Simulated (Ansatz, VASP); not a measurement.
## MgCd2O3: VASP beside Ansatz

INCAR

```
PREC = Accurate
ENCUT = 520
EDIFF = 1E-6
ISMEAR = 0
SIGMA = 0.1
LREAL = F
LASPH = T
NELM = 150
ALGO = Normal
ISIF = 2
LWAVE = F
LCHARG = F
ISPIN = 2
MAGMOM = 0 0 0 1 1 1
LORBIT = 11
GGA = PE
NBANDS = 35
```

KPOINTS

```
regular mesh
0
Gamma
  6 6 2
```

POSCAR

```
MgCd2O3
1.0
    3.5157431900      0.0000000000      0.0000000000
   -1.7578715900      3.0447229100      0.0000000000
    0.0000000000      0.0000000000      8.6117768800
Mg Cd O
1 2 3
Direct
    0.0000000000      0.0000000000      0.5000000000
    0.6666666700      0.3333333300      0.8333333300
    0.3333333300      0.6666666700      0.1666666700
    0.3333333300      0.6666666700      0.6666666700
    0.6666666700      0.3333333300      0.3333333300
    0.0000000000      0.0000000000      0.0000000000
```

Input for Ansatz:

```yaml
crystal:
  lattice:
    - [3.51574319, 0.0, 0.0]
    - [-1.75787159, 3.04472291, 0.0]
    - [0.0, 0.0, 8.61177688]
  atoms:
    - { symbol: Mg, position: [0.0, 0.0, 0.5] }
    - { symbol: Cd, position: [0.66666667, 0.33333333, 0.83333333] }
    - { symbol: Cd, position: [0.33333333, 0.66666667, 0.16666667] }
    - { symbol: O, position: [0.33333333, 0.66666667, 0.66666667], spin: 1.0 }
    - { symbol: O, position: [0.66666667, 0.33333333, 0.33333333], spin: 1.0 }
    - { symbol: O, position: [0.0, 0.0, 0.0], spin: 1.0 }
basis:
  ecutwfc: 420
kpoints:
  mp_grid: { grid: [6, 6, 2] }
hamiltonian:
  xc: pbe
scf:
  occupations: { method: gaussian, width: 0.1 }
  lower_state_search: "off"
output:
  forces: true
  stress: true
  eigenvalues: true
  populations: true
magnetization:
  spin_polarized: true
```

Alike in both runs: task single point; functional PBE; k mesh 6 × 6 × 2; occupations gaussian, width 0.1 eV; collinear spin.

|  | VASP | Ansatz |
| --- | --- | --- |
| version | VASP 6.6.1 | Ansatz 0.2.0 |
| potentials or method | VASP PAW PBE potentials, release 64 (Mg, Cd, O), cutoff 520 eV | scalar-relativistic, plane waves, PAW |
| valence electrons in the cell | 44 | 68 |

Ansatz gave:

* gap on the k mesh at the Fermi level (eV): none
* pressure (GPa): -16.7
* traceless stress, the component that is largest in VASP (GPa): -0.20
* rms of the force components (eV/Å): 0.316
* net moment per atom (μB): 0.00

Task: What did VASP give for the same quantities?

Result: gap on the k mesh at the Fermi level (eV): none; pressure (GPa): -16.3; traceless stress, the component that is largest in VASP (GPa): -0.20; rms of the force components (eV/Å): 0.333; net moment per atom (μB): 0.00.

Atom by atom the forces differ by 0.017 eV/Å (rms over components). A gap of «none» marks a metal or a gap that the smearing closes. VASP's potentials hold 44 valence electrons a cell and Ansatz's 68, so a difference there can come from the potentials and not from the codes. Ansatz's warnings: seeded moment not kept.

The k mesh is coarse, so the values compare programs but aren't converged.
